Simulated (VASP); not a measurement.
# Si2Ni (nickel disilicide) (Fm-3m) in VASP: further runs

The runs below take Si2Ni (nickel disilicide) through single point, relaxation of cell and atoms, with LDA.

Program: VASP 6.6.1. These are calculated values, not measurements. Logs are shortened: lines on timing, memory, paths and dates and some standing lists are left out, and cuts for length are marked.

**1. The cell of the first run**

It takes space group Fm-3m (No. 225, cubic). The conventional cell has a = 5.350 Å, b = 5.350 Å, c = 5.350 Å, α = 90.00°, β = 90.00°, γ = 90.00°. Within 3.1 Å of Si (site symmetry -43m) lie 4 Ni at 2.32 Å and 6 Si at 2.67 Å. Ni (site symmetry m-3m) has 8 Si at 2.32 Å within 3.1 Å.

**2. Single point, LDA**

The input, INCAR:

```
  PREC = Accurate
  ENCUT = 520
  EDIFF = 1E-6
  ISMEAR = 0
  SIGMA = 0.1
  LREAL = False
  LASPH = True
  NELM = 100
  ALGO = Normal
  ISIF = 2
  LWAVE = False
  LCHARG = False
  NBANDS = 16
```

The input, KPOINTS:

```
Automatic mesh
0
Gamma
  16 16 16
```

The input, POSCAR:

```
Si2Ni
1.0
    0.0000000000      2.6749006910      2.6749006910
    2.6749006910      0.0000000000      2.6749006910
    2.6749006910      2.6749006910      0.0000000000
Si Ni
2 1
Direct
    0.2500000000      0.2500000000      0.2500000000
    0.7500000000      0.7500000000      0.7500000000
    0.0000000000      0.0000000000      0.0000000000
```

Potentials or basis: VASP PAW LDA potentials, release 64 (Si, Ni).

Command:

```bash
cat potpaw_LDA.64/Si/POTCAR potpaw_LDA.64/Ni/POTCAR > POTCAR
mpirun -np 1 vasp_std > vasp.out
```

OUTCAR:

```text
PREC = Accurate
   ENCUT = 520
   EDIFF = 1E-6
   ISMEAR = 0
   LREAL = False
   LASPH = True
   NELM = 100
   ISIF = 2

 ion  position               nearest neighbor table
   1  0.250  0.250  0.250-   3 2.32   3 2.32   3 2.32   3 2.32   2 2.67   2 2.67   2 2.67   2 2.67
                             2 2.67   2 2.67
   2  0.750  0.750  0.750-   3 2.32   3 2.32   3 2.32   3 2.32   1 2.67   1 2.67   1 2.67   1 2.67
                             1 2.67   1 2.67
   3  0.000  0.000  0.000-   2 2.32   2 2.32   2 2.32   1 2.32   2 2.32   1 2.32   1 2.32   1 2.32

  LATTYP: Found a face centered cubic cell.
 ALAT       =     5.3498013820

  Lattice vectors:

 A1 = (   0.0000000000,   2.6749006910,   2.6749006910)
 A2 = (   2.6749006910,   0.0000000000,   2.6749006910)
 A3 = (   2.6749006910,   2.6749006910,   0.0000000000)

Analysis of symmetry for initial positions (statically):
=====================================================================
 Subroutine PRICEL returns:
 Original cell was already a primitive cell.

 Routine SETGRP: Setting up the symmetry group for a
 face centered cubic supercell.

 Subroutine GETGRP returns: Found 48 space group operations
 (whereof 48 operations were pure point group operations)
 out of a pool of 48 trial point group operations.

The static configuration has the point symmetry O_h .

Analysis of symmetry for dynamics (positions and initial velocities):
=====================================================================
 Subroutine PRICEL returns:
 Original cell was already a primitive cell.

 Routine SETGRP: Setting up the symmetry group for a
 face centered cubic supercell.

 Subroutine GETGRP returns: Found 48 space group operations
 (whereof 48 operations were pure point group operations)
 out of a pool of 48 trial point group operations.

The dynamic configuration has the point symmetry O_h .

 Subroutine INISYM returns: Found 48 space group operations
 (whereof 48 operations are pure point group operations),
 and found     1 'primitive' translations

----------------------------------------------------------------------------------------

                                     Primitive cell

  volume of cell :      38.2783

  direct lattice vectors                    reciprocal lattice vectors
     0.000000000  2.674900691  2.674900691    -0.186922827  0.186922827  0.186922827
     2.674900691  0.000000000  2.674900691     0.186922827 -0.186922827  0.186922827
     2.674900691  2.674900691  0.000000000     0.186922827  0.186922827 -0.186922827

  length of vectors
     3.782880835  3.782880835  3.782880835     0.323759834  0.323759834  0.323759834

  position of ions in fractional coordinates (direct lattice)
     0.250000000  0.250000000  0.250000000
     0.750000000  0.750000000  0.750000000
     0.000000000  0.000000000  0.000000000

  ion indices of the primitive-cell ions
   primitive index   ion index
                 1           1
                 2           2
                 3           3

----------------------------------------------------------------------------------------

 KPOINTS: Automatic mesh

Automatic generation of k-mesh.
 Grid dimensions read from file:
 generate k-points for:   16   16   16

 Generating k-lattice:

  Cartesian coordinates                     Fractional coordinates (reciprocal lattice)
    -0.011682677  0.011682677  0.011682677     0.062500000  0.000000000  0.000000000
     0.011682677 -0.011682677  0.011682677     0.000000000  0.062500000  0.000000000
     0.011682677  0.011682677 -0.011682677     0.000000000  0.000000000  0.062500000

  Length of vectors
     0.020234990  0.020234990  0.020234990

  Shift w.r.t. Gamma in fractional coordinates (k-lattice)
     0.000000000  0.000000000  0.000000000

 Subroutine IBZKPT returns following result:
 ===========================================

 Found    145 irreducible k-points:

 Following reciprocal coordinates:
            Coordinates               Weight
  0.000000  0.000000  0.000000      1.000000
  0.062500  0.000000  0.000000      8.000000
  0.125000  0.000000  0.000000      8.000000
  0.187500  0.000000  0.000000      8.000000
  0.250000  0.000000  0.000000      8.000000
  0.312500  0.000000  0.000000      8.000000
[... 16 lines left out ...]
 -0.125000  0.062500  0.000000     24.000000
 -0.062500  0.062500  0.000000     12.000000
 [... further k-points ...]
   k-points           NKPTS =    145   k-points in BZ     NKDIM =    145   number of bands    NBANDS=     16
   number of dos      NEDOS =    301   number of ions     NIONS =      3
   total plane-waves  NPLWV =  21952
   dimension x,y,z NGX =    28 NGY =   28 NGZ =   28
   dimension x,y,z NGXF=    56 NGYF=   56 NGZF=   56
   ions per type =               2   1
   NGX,Y,Z   is equivalent  to a cutoff of  12.31, 12.31, 12.31 a.u.
   NGXF,Y,Z  is equivalent  to a cutoff of  24.61, 24.61, 24.61 a.u.
 SYSTEM =  unknown system
   PREC   = accura    normal or accurate (medium, high low for compatibility)
   ISTART =      0    job   : 0-new  1-cont  2-samecut
   ICHARG =      2    charge: 1-file 2-atom 10-const
   ISPIN  =      1    spin polarized calculation?
   LNONCOLLINEAR =      F non collinear calculations
   LSORBIT =      F    spin-orbit coupling
   LASPH  =      T    aspherical Exc in radial PAW
   ENCUT  =  520.0 eV  38.22 Ry    6.18 a.u.   7.03  7.03  7.03*2*pi/ulx,y,z
   NELM   =    100;   NELMIN=  2; NELMDL= -5     # of ELM steps
   EDIFF  = 0.1E-05   stopping-criterion for ELM
   LREAL  =      F    real-space projection
   EDIFFG = 0.1E-04   stopping-criterion for IOM
   NSW    =      0    number of steps for IOM
   IBRION =     -1    ionic relax: 0-MD 1-quasi-New 2-CG
   NFREE  =      0    steps in history (QN), initial steepest desc. (CG)
   ISIF   =      2    stress and relaxation
   ISYM   =      2    0-nonsym 1-usesym 2-fastsym
   POTIM  = 0.5000    time-step for ionic-motion
   TEBEG  =    0.0;   TEEND  =   0.0 temperature during run
   PSTRESS=    0.0 pullay stress
   NELECT =      18.0000    total number of electrons
   NUPDOWN=      -1.0000    fix difference up-down
   EMIN   =  10.00;   EMAX   =-10.00  energy-range for DOS
   EFERMI =   0.00;   METHOD = LEGACY
   ISMEAR =     0;   SIGMA  =   0.10  broadening in eV -4-tet -1-fermi 0-gaus
   EFERMI_NEDOS =   21; number of points for ismear=-14 and -15
   IALGO  =     38    algorithm
   IMIX   =      4    mixing-type and parameters
     AMIX     =   0.40;   BMIX     =  1.00
     AMIX_MAG =   1.60;   BMIX_MAG =  1.00
  volume/ion in A,a.u.               =      12.76        86.10
  Fermi-wavevector in a.u.,A,eV,Ry     =   1.273057  2.405730 22.050626  1.620675
  Thomas-Fermi vector in A             =   2.405902
   LORBIT       =      0    0 simple, 1 ext, 2 COOP (PROOUT), +10 PAW based schemes
   GGA     = CA    functional components
   LHFCALC =     F    Hartree Fock is set to
   AEXX    =    0.0000 exact exchange contribution
   IVDW    =     0    specifies the selected vdW correction
   LEPSILON=     F    determine dielectric tensor
   LRPA    =     F    only Hartree local field effects (RPA)
 non-spin polarized calculation
 Gauss-broadening in eV      SIGMA  =   0.10
  energy-cutoff  :      520.00
  volume of cell :       38.28
 maximum number of plane-waves:      1056
   NGX = 13   NGY = 13   NGZ = 13

 number of electron      17.9999990 magnetization

 Free energy of the ion-electron system (eV)
  ---------------------------------------------------
  ext. energy  EPLUGINS =         0.00000000
  ---------------------------------------------------
  free energy    TOTEN  =       -19.90072868 eV

  energy without entropy =      -19.89607475  energy(sigma->0) =      -19.89840171

 E-fermi :  10.8182     XC(G=0): -11.9004

 val. band max:       10.8015478188   @ k =   0.3750   0.2500   0.0000
 cond. band min:      10.8286547598   @ k =   0.2500   0.0625   0.0000
 fundamental gap:      0.0271069410
 Fermi energy:        10.8182498149

 k-point     1 :       0.0000    0.0000    0.0000
  band No.  band energies     occupation
      1      -3.2798      2.00000
      2       5.3832      2.00000
      3       5.3832      2.00000
      4       5.3832      2.00000
      5       7.1113      2.00000
      6       7.1113      2.00000
[... 8 lines left out ...]
     15      15.5831      0.00000
     16      15.5831      0.00000

 k-point     2 :       0.0625    0.0000    0.0000
  band No.  band energies     occupation
      1      -3.2205      2.00000
      2       5.2714      2.00000
      3       5.4023      2.00000
      4       5.4023      2.00000
      5       7.0998      2.00000
      6       7.0998      2.00000
[... 8 lines left out ...]
     15      15.3212      0.00000
     16      15.4685      0.00000

 k-point     3 :       0.1250    0.0000    0.0000
  band No.  band energies     occupation
      1      -3.0433      2.00000
      2       4.9473      2.00000
      3       5.4567      2.00000
      4       5.4567      2.00000
      5       7.0707      2.00000
      6       7.0707      2.00000
[... 8 lines left out ...]
     15      15.0463      0.00000
     16      15.3029      0.00000

 k-point     4 :       0.1875    0.0000    0.0000
  band No.  band energies     occupation
      1      -2.7498      2.00000
      2       4.4342      2.00000
      3       5.5376      2.00000
      4       5.5376      2.00000
      5       7.0401      2.00000
      6       7.0401      2.00000
[... 8 lines left out ...]
     15      15.4690      0.00000
     16      16.1297      0.00000
[... 324 lines left out ...]
 k-point    22 :      -0.1875    0.0625    0.0000
  band No.  band energies     occupation
      1      -2.5748      2.00000
      2       4.2103      2.00000
      3       5.4762      2.00000
      4       5.6381      2.00000
      5       6.9313      2.00000
      6       7.1113      2.00000
[... 8 lines left out ...]
     15      15.8214      0.00000
     16      17.1059      0.00000

 k-point    23 :      -0.1250    0.0625    0.0000
  band No.  band energies     occupation
      1      -2.9060      2.00000
      2       4.7535      2.00000
      3       5.4217      2.00000
      4       5.5338      2.00000
      5       6.9875      2.00000
      6       7.1105      2.00000
[... 8 lines left out ...]
     15      15.4928      0.00000
     16      16.1407      0.00000

 k-point    24 :      -0.0625    0.0625    0.0000
  band No.  band energies     occupation
      1      -3.1219      2.00000
      2       5.1127      2.00000
      3       5.3950      2.00000
      4       5.4512      2.00000
      5       7.0502      2.00000
      6       7.1126      2.00000
[... 8 lines left out ...]
     15      14.9756      0.00000
     16      15.7947      0.00000

 [... further k-points ...]

------------------------ aborting loop because EDIFF is reached ----------------------------------------

  FORCE on cell =-STRESS in cart. coord.  units (eV):
  Direction    XX          YY          ZZ          XY          YZ          ZX
  --------------------------------------------------------------------------------------
  -------------------------------------------------------------------------------------
  Total        0.0406570      0.0406570      0.0406570      0.0000000      0.0000000     -0.0000000
  in kB        1.7017371      1.7017371      1.7017371      0.0000000      0.0000000     -0.0000000
  external PRESSURE =       1.7017371 kB  Pullay stress =       0.0000000 kB

 VOLUME and BASIS-vectors are now :
 -----------------------------------------------------------------------------
  energy-cutoff  :      520.00
  volume of cell :       38.28
      direct lattice vectors                 reciprocal lattice vectors
     0.000000000  2.674900691  2.674900691    -0.186922827  0.186922827  0.186922827
     2.674900691  0.000000000  2.674900691     0.186922827 -0.186922827  0.186922827
     2.674900691  2.674900691  0.000000000     0.186922827  0.186922827 -0.186922827

 POSITION                                       TOTAL-FORCE (eV/Angst)
 -----------------------------------------------------------------------------------
      1.33745      1.33745      1.33745         0.000000      0.000000     -0.000000
      4.01235      4.01235      4.01235        -0.000000     -0.000000      0.000000
      0.00000      0.00000      0.00000         0.000000      0.000000     -0.000000
 -----------------------------------------------------------------------------------
    total drift:                               -0.000000     -0.000000      0.000000

  FREE ENERGIE OF THE ION-ELECTRON SYSTEM (eV)
  ---------------------------------------------------
  free  energy   TOTEN  =       -19.9007286770 eV

  energy  without entropy=      -19.8960747530  energy(sigma->0) =      -19.89840171
```

It took 2.4 min on 1 thread of AMD EPYC 7R43 (Zen 3), shared host; peak memory 0.16 GiB.

Results:

```yaml
Free_energy: -19.9007 eV
Pressure: 0.2 GPa
Band_gap_on_the_k_mesh: zero (band 9 reaches 12.57 eV, above the bottom of band 10 at 10.41 eV)
```

(Continued in part 2 of 2.)
